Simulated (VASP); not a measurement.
Runs of VASP 6.6.1 on LiF. The structure is that of space group Pm-3m (No. 221), or close to it. The cells are those of the table. 

| cell | gap on the mesh (eV) |
| --- | --- |
| a = 2.560, b = 2.636 Å, 2 atoms | 7.20 |
| a = 2.560, b = 2.649 Å, 2 atoms | (a) |
| a = 2.560, b = 2.483 Å, 2 atoms | 7.60 |
| a = 2.560, b = 2.585 Å, 2 atoms | 7.41 |
| a = 2.560, b = 2.508 Å, 2 atoms | (b) |

Alike in all rows: task single point; level PBE; potentials or basis VASP PAW PBE potentials, release 64 (Li_sv, F); no spin polarisation; k mesh 10 × 10 × 10; cutoff (eV) 520; smearing gaussian 0.05 eV.

Q: Fill in the values left out.

A: (a) 7.14; (b) 7.58.

A k mesh can miss the band edges.
